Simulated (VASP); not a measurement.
# Sr3CuH2 (P-62m) in VASP: a series of runs

Sr3CuH2 is run at these levels: PBE; tasks: single point, relaxation of cell and atoms.

Program: VASP 6.6.1. These are calculated values, not measurements. Logs are shortened: lines on timing, memory, paths and dates and some standing lists are left out, and cuts for length are marked.

## 1. The cell of the first run

The structure is hexagonal, space group P-62m (No. 189). Conventional cell: a = 5.817 Å, b = 5.817 Å, c = 4.909 Å, α = 90.00°, β = 90.00°, γ = 120.00°. Within 3.6 Å of Sr (site symmetry m2m) lie 4 H at 2.63 to 3.41 Å and 4 Sr at 2.99 Å and 2 Cu at 3.51 Å. Cu (site symmetry -62m) has 2 H at 1.64 Å within 2.2 Å. Within 2.2 Å of H (site symmetry 3m) lie 1 H at 1.62 Å and 1 Cu at 1.64 Å.

The cell was generated, and may not be a known phase.

## 2. Single point, PBE

Input file INCAR:

```
SYSTEM = Sr3CuH2
ALGO = Normal
EDIFF = 1E-7
ENCUT = 520
GGA = PE
ISIF = 2
ISMEAR = 0
LASPH = .TRUE.
LCHARG = .FALSE.
LREAL = .FALSE.
LWAVE = .FALSE.
NBANDS = 30
NELM = 60
PREC = Accurate
SIGMA = 0.1
```

Input file KPOINTS:

```
k-points
0
G
  3 3 4
  0 0 0
```

Input file POSCAR:

```
Sr3CuH2
1.0
    5.8165973600      0.0000000000      0.0000000000
   -2.9082986800      5.0373210800      0.0000000000
    0.0000000000      0.0000000000      4.9091280000
Sr Cu H
3 1 2
Direct
    0.4310314400      0.0000000000      0.0000000000
    0.0000000000      0.4310314400      0.0000000000
    0.5689685600      0.5689685600      0.0000000000
    0.0000000000      0.0000000000      0.5000000000
    0.0000000000      0.0000000000      0.8350303500
    0.0000000000      0.0000000000      0.1649696500
```

Potentials or basis: VASP PAW PBE potentials, release 64 (Sr_sv, Cu, H).

Started as:

```bash
> cat potpaw_PBE.64/Sr_sv/POTCAR potpaw_PBE.64/Cu/POTCAR potpaw_PBE.64/H/POTCAR > POTCAR
> mpirun -np 1 vasp_std > vasp.out
```

OUTCAR:

```text
SYSTEM = Sr3CuH2
   EDIFF = 1E-7
   ENCUT = 520
   GGA = PE
   ISIF = 2
   ISMEAR = 0
   LASPH = .TRUE.
   LREAL = .FALSE.
   NELM = 60
   PREC = Accurate

 ion  position               nearest neighbor table
   1  0.431  0.000  0.000-   5 2.63   6 2.63   2 2.99   3 2.99   3 2.99   2 2.99   4 3.51   4 3.51
                             2 4.34   3 4.34
   2  0.000  0.431  0.000-   5 2.63   6 2.63   3 2.99   3 2.99   1 2.99   1 2.99   4 3.51   4 3.51
                             1 4.34   3 4.34
   3  0.569  0.569  0.000-   5 2.63   6 2.63   2 2.99   2 2.99   1 2.99   1 2.99   4 3.51   4 3.51
                             1 4.34   2 4.34
   4  0.000  0.000  0.500-   5 1.64   6 1.64   1 3.51   1 3.51   3 3.51   2 3.51   2 3.51   3 3.51

   5  0.000  0.000  0.835-   4 1.64   1 2.63   3 2.63   2 2.63
   6  0.000  0.000  0.165-   4 1.64   1 2.63   3 2.63   2 2.63

  LATTYP: Found a hexagonal cell.
 ALAT       =     5.8165973600
 C/A-ratio  =     0.8439862167

  Lattice vectors:

 A1 = (   5.8165973600,   0.0000000000,   0.0000000000)
 A2 = (  -2.9082986800,   5.0373210800,   0.0000000000)
 A3 = (   0.0000000000,   0.0000000000,   4.9091280000)

Analysis of symmetry for initial positions (statically):
=====================================================================
 Subroutine PRICEL returns:
 Original cell was already a primitive cell.

 Routine SETGRP: Setting up the symmetry group for a
 hexagonal supercell.

 Subroutine GETGRP returns: Found 12 space group operations
 (whereof 12 operations were pure point group operations)
 out of a pool of 24 trial point group operations.

The static configuration has the point symmetry D_3h.

Analysis of symmetry for dynamics (positions and initial velocities):
=====================================================================
 Subroutine PRICEL returns:
 Original cell was already a primitive cell.

 Routine SETGRP: Setting up the symmetry group for a
 hexagonal supercell.

 Subroutine GETGRP returns: Found 12 space group operations
 (whereof 12 operations were pure point group operations)
 out of a pool of 24 trial point group operations.

The dynamic configuration has the point symmetry D_3h.

 Subroutine INISYM returns: Found 12 space group operations
 (whereof 12 operations are pure point group operations),
[... 87 lines left out ...]
   NELM   =     60;   NELMIN=  2; NELMDL= -5     # of ELM steps
   EDIFF  = 0.1E-06   stopping-criterion for ELM
   LREAL  =      F    real-space projection
   EDIFFG = 0.1E-05   stopping-criterion for IOM
   NSW    =      0    number of steps for IOM
   IBRION =     -1    ionic relax: 0-MD 1-quasi-New 2-CG
   NFREE  =      0    steps in history (QN), initial steepest desc. (CG)
   ISIF   =      2    stress and relaxation
   ISYM   =      2    0-nonsym 1-usesym 2-fastsym
   POTIM  = 0.5000    time-step for ionic-motion
   TEBEG  =    0.0;   TEEND  =   0.0 temperature during run
   PSTRESS=    0.0 pullay stress
   NELECT =      43.0000    total number of electrons
   NUPDOWN=      -1.0000    fix difference up-down
   EMIN   =  10.00;   EMAX   =-10.00  energy-range for DOS
   EFERMI =   0.00;   METHOD = LEGACY
   ISMEAR =     0;   SIGMA  =   0.10  broadening in eV -4-tet -1-fermi 0-gaus
   EFERMI_NEDOS =   21; number of points for ismear=-14 and -15
   IALGO  =     38    algorithm
   IMIX   =      4    mixing-type and parameters
     AMIX     =   0.40;   BMIX     =  1.00
     AMIX_MAG =   1.60;   BMIX_MAG =  1.00
  volume/ion in A,a.u.               =      23.97       161.78
  Fermi-wavevector in a.u.,A,eV,Ry     =   1.094645  2.068579 16.303151  1.198248
  Thomas-Fermi vector in A             =   2.230954
   LORBIT       =      0    0 simple, 1 ext, 2 COOP (PROOUT), +10 PAW based schemes
   GGA     = PE    functional components
   LHFCALC =     F    Hartree Fock is set to
   AEXX    =    0.0000 exact exchange contribution
   IVDW    =     0    specifies the selected vdW correction
   LEPSILON=     F    determine dielectric tensor
   LRPA    =     F    only Hartree local field effects (RPA)
 non-spin polarized calculation
 Gauss-broadening in eV      SIGMA  =   0.10
  energy-cutoff  :      520.00
  volume of cell :      143.84
 maximum number of plane-waves:      3897
 NGX is ok and might be reduce to    48
   NGX = 21   NGY = 21   NGZ = 19

 number of electron      42.9999998 magnetization

 Free energy of the ion-electron system (eV)
  ---------------------------------------------------
  ext. energy  EPLUGINS =         0.00000000
  ---------------------------------------------------
  free energy    TOTEN  =       -10.95426892 eV

  energy without entropy =      -10.93374132  energy(sigma->0) =      -10.94400512

 E-fermi :   2.5901     XC(G=0):  -8.5573

 val. band max:        2.5534577778   @ k =   0.3333   0.0000   0.2500
 cond. band min:       2.7660123240   @ k =   0.3333   0.3333   0.2500
 fundamental gap:      0.2125545462
 Fermi energy:         2.5901209009

 k-point     1 :       0.0000    0.0000    0.0000
  band No.  band energies     occupation
      1     -33.8931      2.00000
      2     -33.4396      2.00000
      3     -33.4396      2.00000
      4     -17.3501      2.00000
      5     -16.4204      2.00000
      6     -16.4204      2.00000
[... 286 lines left out ...]
     29       6.1247      0.00000
     30       6.4482      0.00000

------------------------ aborting loop because EDIFF is reached ----------------------------------------

  FORCE on cell =-STRESS in cart. coord.  units (eV):
  Direction    XX          YY          ZZ          XY          YZ          ZX
  --------------------------------------------------------------------------------------
  -------------------------------------------------------------------------------------
  Total        9.8875928      9.8875928     -7.0705583      0.0000000      0.0000000      0.0000000
  in kB      110.1357122    110.1357123    -78.7573868      0.0000000      0.0000000      0.0000000
  external PRESSURE =      47.1713459 kB  Pullay stress =       0.0000000 kB

 VOLUME and BASIS-vectors are now :
 -----------------------------------------------------------------------------
  energy-cutoff  :      520.00
  volume of cell :      143.84
      direct lattice vectors                 reciprocal lattice vectors
     5.816597360  0.000000000  0.000000000     0.171921819  0.099259109  0.000000000
    -2.908298680  5.037321080  0.000000000     0.000000000  0.198518217  0.000000000
     0.000000000  0.000000000  4.909128000     0.000000000  0.000000000  0.203702165

 POSITION                                       TOTAL-FORCE (eV/Angst)
 -----------------------------------------------------------------------------------
      2.50714      0.00000      0.00000        -1.417979     -0.000000      0.000000
     -1.25357      2.17124      0.00000         0.708990     -1.228006     -0.000000
      1.65473      2.86608      0.00000         0.708990      1.228006      0.000000
      0.00000      0.00000      2.45456         0.000000      0.000000      0.000000
      0.00000      0.00000      4.09927         0.000000     -0.000000     -0.997843
      0.00000      0.00000      0.80986        -0.000000      0.000000      0.997843
 -----------------------------------------------------------------------------------
    total drift:                               -0.000000     -0.000000     -0.000000

  FREE ENERGIE OF THE ION-ELECTRON SYSTEM (eV)
  ---------------------------------------------------
  free  energy   TOTEN  =       -10.9542689195 eV

  energy  without entropy=      -10.9337413219  energy(sigma->0) =      -10.94400512
```

OSZICAR:

```text
N       E                     dE             d eps       ncg     rms          rms(c)
DAV:   1     0.385848466821E+03    0.38585E+03   -0.18796E+04   540   0.136E+03
DAV:   2     0.232481332371E+02   -0.36260E+03   -0.35003E+03   582   0.365E+02
DAV:   3    -0.110601121619E+02   -0.34308E+02   -0.33070E+02   880   0.102E+02
DAV:   4    -0.138429125326E+02   -0.27828E+01   -0.27100E+01   848   0.238E+01
DAV:   5    -0.140484082198E+02   -0.20550E+00   -0.20524E+00   880   0.562E+00    0.354E+01
DAV:   6    -0.223745514547E+02   -0.83261E+01   -0.22662E+02   760   0.198E+02    0.208E+01
DAV:   7    -0.118689138701E+02    0.10506E+02   -0.38860E+01   724   0.532E+01    0.912E+00
DAV:   8    -0.116328083860E+02    0.23611E+00   -0.16276E+01   842   0.419E+01    0.103E+01
DAV:   9    -0.109463029358E+02    0.68651E+00   -0.57312E+00   840   0.282E+01    0.214E+00
DAV:  10    -0.109858768188E+02   -0.39574E-01   -0.48142E-01   784   0.754E+00    0.167E+00
DAV:  11    -0.109530252413E+02    0.32852E-01   -0.20931E-01   752   0.530E+00    0.288E-01
DAV:  12    -0.109541854932E+02   -0.11603E-02   -0.12265E-02   736   0.365E-01    0.748E-02
DAV:  13    -0.109542654290E+02   -0.79936E-04   -0.96180E-04   906   0.205E-01    0.292E-02
DAV:  14    -0.109542694684E+02   -0.40394E-05   -0.46680E-05   832   0.352E-02    0.119E-02
DAV:  15    -0.109542689068E+02    0.56152E-06   -0.15075E-05   730   0.442E-02    0.606E-03
DAV:  16    -0.109542693318E+02   -0.42492E-06   -0.19323E-06   760   0.734E-03    0.555E-03
DAV:  17    -0.109542689990E+02    0.33275E-06   -0.11577E-06   618   0.123E-02    0.192E-03
DAV:  18    -0.109542689195E+02    0.79497E-07   -0.28732E-07   672   0.507E-03
   1 F= -.10954269E+02 E0= -.10944005E+02  d E =-.205276E-01
```

stdout:

```text
POSCAR found type information on POSCAR SrCuH
 POSCAR found :  3 types and       6 ions
 scaLAPACK will be used
 LDA part: xc-table for (Slater+PW92), standard interpolation
 POSCAR, INCAR and KPOINTS ok, starting setup
 FFT: planning ... GRIDC
 FFT: planning ... GRID_SOFT
 FFT: planning ... GRID
 WAVECAR not read
 entering main loop
```

Run time: 56 s. Hardware: 1 thread of Oxide Virtual Turin-like, shared host; peak memory 0.27 GiB.

What came out:

```yaml
Free_energy: -10.9543 eV
Pressure: 4.7 GPa
Largest_force: 1.418 eV/Å
Band_gap_on_the_k_mesh: zero (an odd number of electrons rules out a gap without spin polarisation)
```

Forces in eV/Å, atoms in the order of the input:
```
Sr  -1.418  0.000  0.000
Sr   0.709 -1.228  0.000
Sr   0.709  1.228  0.000
Cu   0.000  0.000  0.000
H    0.000  0.000 -0.998
H    0.000  0.000  0.998
```

Levels at points of the mesh, in eV from the Fermi level:
```tsv
k point	band 18	band 19	band 20	band 21	band 22	band 23	band 24	band 25
(0.00, 0.00, 0.00)	-2.73	-2.39	-1.42	-0.37	0.38	0.72	0.72	1.92
(0.00, 0.00, 0.50)	-2.70	-2.70	-1.06	-0.40	0.24	0.24	1.04	1.04
```

Caveat: the k points lie up to 0.42 Å⁻¹ apart, too coarse for converged energies and pressures of a metal; forces of over 1 eV/Å act on the atoms, so gaps and moduli don't describe the material at rest.

## 3. Single point, PBE

This run uses another cell than the first one, of 35.37 Å³/atom.

Input file INCAR:

```
SYSTEM = Sr3CuH2
PREC = Accurate
ENCUT = 520
EDIFF = 1E-7
ISMEAR = 0
SIGMA = 0.1
LREAL = .False.
LASPH = .True.
NELM = 80
ALGO = Normal
ISIF = 2
LWAVE = .False.
LCHARG = .False.
GGA = PE
NBANDS = 30
```

Input file KPOINTS:

```
regular mesh
0
Gamma
  3 3 4
  0 0 0
```

Input file POSCAR:

```
Sr3CuH2
1.0
    7.2792127258      0.0000000000      0.0000000000
   -3.6396063629      6.3039831401      0.0000000000
    0.0000000000      0.0000000000      4.6248437999
Sr Cu H
3 1 2
Direct
    0.3228483717      0.0000000000      0.0000000000
    0.0000000000      0.3228483717      0.0000000000
    0.6771516283      0.6771516283      0.0000000000
    0.0000000000      0.0000000000      0.5000000000
    0.0000000000      0.0000000000      0.8265144580
    0.0000000000      0.0000000000      0.1734855420
```

Potentials or basis: VASP PAW PBE potentials, release 64 (Sr_sv, Cu, H).

Started as:

```bash
> cat potpaw_PBE.64/Sr_sv/POTCAR potpaw_PBE.64/Cu/POTCAR potpaw_PBE.64/H/POTCAR > POTCAR
> mpirun -np 1 vasp_std > vasp.out
```

Run time: 66 s. Hardware: 1 thread of Oxide Virtual Turin-like, shared host; peak memory 0.31 GiB.

The run converged. Its results:

```
Free energy            : -15.2479 eV
Pressure               : 0.0 GPa
Largest force          : 0.025 eV/Å
Band gap on the k mesh : zero (an odd number of electrons rules out a gap without spin polarisation)
```

Forces on the atoms (eV/Å):
```
Sr  -0.007  0.000  0.000
Sr   0.003 -0.006  0.000
Sr   0.003  0.006  0.000
Cu   0.000  0.000  0.000
H    0.000  0.000  0.025
H    0.000  0.000 -0.025
```

Stress tensor (GPa, compression positive):
```
-0.07  0.00  0.00
 0.00 -0.07  0.00
 0.00  0.00  0.13
```

Levels at points of the mesh, in eV from the Fermi level:
```csv
k point,band 18,band 19,band 20,band 21,band 22,band 23,band 24,band 25,band 26,band 27
"(0.00, 0.00, 0.00)",-3.03,-2.77,-1.50,-0.06,-0.06,0.46,0.57,0.83,0.83,2.38
"(0.00, 0.00, 0.50)",-3.01,-2.96,-0.81,0.26,0.48,0.48,1.33,1.40,1.43,1.43
```

## 4. Relaxation of cell and atoms, PBE

Input file INCAR:

```
PREC     = Accurate       # precision mode
ENCUT    = 600            # plane-wave cutoff, eV
EDIFF    = 1E-6           # SCF threshold, eV
ISMEAR   = 0              # smearing method
SIGMA    = 0.1            # smearing width, eV
LREAL    = False          # projectors in reciprocal space
LASPH    = True           # aspherical terms in the spheres
NELM     = 80             # most SCF steps
ALGO     = Normal         # electronic algorithm
ISIF     = 3              # what is computed and relaxed
LWAVE    = False          # write WAVECAR
LCHARG   = False          # write CHGCAR
GGA      = PE             # functional
IBRION   = 2              # ionic algorithm
NSW      = 90             # ionic steps
EDIFFG   = -0.04          # ionic threshold
```

Input file KPOINTS:

```
Automatic mesh
0
Gamma
  3 3 4
```

Input file POSCAR:

```
Sr3CuH2
1.0
    5.8165973600      0.0000000000      0.0000000000
   -2.9082986800      5.0373210800      0.0000000000
    0.0000000000      0.0000000000      4.9091280000
Sr Cu H
3 1 2
Direct
    0.4310314400      0.0000000000      0.0000000000
    0.0000000000      0.4310314400      0.0000000000
    0.5689685600      0.5689685600      0.0000000000
    0.0000000000      0.0000000000      0.5000000000
    0.0000000000      0.0000000000      0.8350303500
    0.0000000000      0.0000000000      0.1649696500
```

Started as:

```bash
> cat potpaw_PBE.64/Sr_sv/POTCAR potpaw_PBE.64/Cu/POTCAR potpaw_PBE.64/H/POTCAR > POTCAR
> mpirun -np 1 vasp_std > vasp.out
```

Run time: 8.8 min. Hardware: 1 thread of Oxide Virtual Turin-like, shared host; peak memory 0.29 GiB.

The run converged. Its results:

| Item | Value |
| --- | --- |
| Free energy | -15.2160 eV |
| Relaxed volume | 35.32 Å³/atom |
| Relaxed cell | a = 7.254 Å, b = 7.254 Å, c = 4.651 Å, α = 90.00°, β = 90.00°, γ = 120.00° |
| Space group after relaxing (to 0.1 Å) | P-62m (No. 189) |
| Energy gained by relaxing | 710.2 meV/atom |
| Ionic steps | 16 |
| Pressure after relaxing | -0.1 GPa |
| Largest force after relaxing | 0.033 eV/Å |
| Band gap on the k mesh | zero (an odd number of electrons rules out a gap without spin polarisation) |

Forces on the atoms (eV/Å):
```
Sr   0.027  0.000  0.000
Sr  -0.014  0.024  0.000
Sr  -0.014 -0.024  0.000
Cu   0.000  0.000  0.000
H    0.000  0.000 -0.033
H    0.000  0.000  0.033
```

Stress tensor (GPa, compression positive):
```
-0.02  0.00  0.00
 0.00 -0.02  0.00
 0.00  0.00 -0.16
```

Step by step:
| step | energy change (eV) | largest force (eV/Å) | pressure (GPa) | volume (Å³) |
| --- | --- | --- | --- | --- |
| 1 | 0.0000 | 1.4183 | 4.79 | 143.84 |
| 2 | -1.8184 | 1.3554 | 3.20 | 158.33 |
| 3 | -2.3683 | 3.2174 | 3.66 | 174.88 |
| 4 | -2.4498 | 2.2195 | 3.43 | 171.10 |
| 5 | -3.2025 | 1.1243 | -0.44 | 199.81 |
| 6 | -3.2242 | 1.0925 | -0.94 | 205.50 |
| 7 | -3.5252 | 1.0106 | -0.94 | 206.76 |
| 8 | -4.1570 | 0.4359 | -0.48 | 210.54 |
| 9 | -2.4443 | 3.2362 | 5.33 | 218.21 |
| 10 | -4.2227 | 0.2042 | -0.22 | 211.41 |
| 11 | -4.2347 | 0.1645 | 0.02 | 212.02 |
| 12 | -4.2394 | 0.4115 | -0.16 | 212.57 |
| 13 | -4.2526 | 0.1669 | -0.06 | 212.34 |
| 14 | -4.2585 | 0.0661 | 0.02 | 211.49 |
| 15 | -4.2597 | 0.0710 | 0.08 | 210.97 |
| 16 | -4.2610 | 0.0331 | -0.07 | 211.94 |

Final structure:
```yaml
crystal:
  lattice:
    - [7.25392, 0.00000, 0.00000]
    - [-3.62696, 6.28208, 0.00000]
    - [0.00000, 0.00000, 4.65096]
  atoms:
    - { symbol: Sr, position: [0.32237, 0.00000, 0.00000] }
    - { symbol: Sr, position: [0.00000, 0.32237, 0.00000] }
    - { symbol: Sr, position: [0.67763, 0.67763, 0.00000] }
    - { symbol: Cu, position: [0.00000, 0.00000, 0.50000] }
    - { symbol: H, position: [0.00000, 0.00000, 0.82616] }
    - { symbol: H, position: [0.00000, 0.00000, 0.17384] }
```

Levels at points of the mesh, in eV from the Fermi level:
| k point | band 19 | band 20 | band 21 | band 22 | band 23 | band 24 | band 25 |
| --- | --- | --- | --- | --- | --- | --- | --- |
| (0.00, 0.00, 0.00) | -2.84 | -1.49 | -0.05 | -0.05 | 0.42 | 0.58 | 0.86 |
| (0.00, 0.00, 0.50) | -2.96 | -0.83 | 0.26 | 0.49 | 0.49 | 1.35 | 1.42 |

Caveat: the k points lie up to 0.34 Å⁻¹ apart in the final cell, too coarse for converged energies and pressures of a metal; the volume moved by over 15 % at a fixed basis, so the end points are rough.

## 5. Single point, PBE

This run uses another cell than the first one, of 35.14 Å³/atom.

Input file INCAR:

```
SYSTEM = Sr3CuH2
PREC = Accurate ; ENCUT = 520
EDIFF = 1E-6 ; ISMEAR = 0
SIGMA = 0.1 ; LREAL = .False.
LASPH = .True. ; NELM = 80
ALGO = Fast ; ISIF = 2
LWAVE = .False. ; LCHARG = .False.
GGA = PE ; NBANDS = 30
```

Input file KPOINTS:

```
regular mesh
0
Gamma
  6 6 8
  0 0 0
```

Input file POSCAR:

```
Sr3CuH2
1.0
    7.2891403840      0.0000000000      0.0000000000
   -3.6445701920      6.3125807443      0.0000000000
    0.0000000000      0.0000000000      4.5823502382
Sr Cu H
3 1 2
Direct
    0.3212405748      0.0000000000      0.0000000000
    0.0000000000      0.3212405748      0.0000000000
    0.6787594252      0.6787594252      0.0000000000
    0.0000000000      0.0000000000      0.5000000000
    0.0000000000      0.0000000000      0.8291633246
    0.0000000000      0.0000000000      0.1708366754
```

Started as:

```bash
> cat potpaw_PBE.64/Sr_sv/POTCAR potpaw_PBE.64/Cu/POTCAR potpaw_PBE.64/H/POTCAR > POTCAR
> mpirun -np 1 vasp_std > vasp.out
```

Run time: 11 min. Hardware: 1 thread of Oxide Virtual Turin-like, shared host; peak memory 0.43 GiB.

The run converged. Its results:

| Property | Result |
| --- | --- |
| Free energy | -15.2367 eV |
| Pressure | 0.1 GPa |
| Largest force | 0.017 eV/Å |
| Band gap on the k mesh | zero (an odd number of electrons rules out a gap without spin polarisation) |

Forces on the atoms (eV/Å):
```
Sr   0.003  0.000  0.000
Sr  -0.002  0.003  0.000
Sr  -0.002 -0.003  0.000
Cu   0.000  0.000  0.000
H    0.000  0.000  0.017
H    0.000  0.000 -0.017
```

Stress tensor (GPa, compression positive):
```
0.04 0.00 0.00
0.00 0.04 0.00
0.00 0.00 0.13
```

Levels at points of the mesh, in eV from the Fermi level:
```tsv
k point	band 18	band 19	band 20	band 21	band 22	band 23	band 24	band 25	band 26	band 27
(0.00, 0.00, 0.00)	-3.13	-2.79	-1.63	-0.19	-0.19	0.36	0.43	0.71	0.71	2.25
(0.50, 0.00, 0.00)	-3.12	-2.81	-2.06	-1.12	-0.48	0.42	0.90	1.14	1.34	1.46
(0.00, 0.00, 0.50)	-3.11	-3.06	-0.91	0.14	0.37	0.37	1.21	1.30	1.34	1.34
(0.50, 0.00, 0.50)	-3.11	-3.06	-0.39	-0.24	-0.02	0.04	0.96	1.50	1.70	1.72
```

[end of part 1 of 2]

The gap in the log of VASP goes by the Fermi energy; the results here count the filled bands.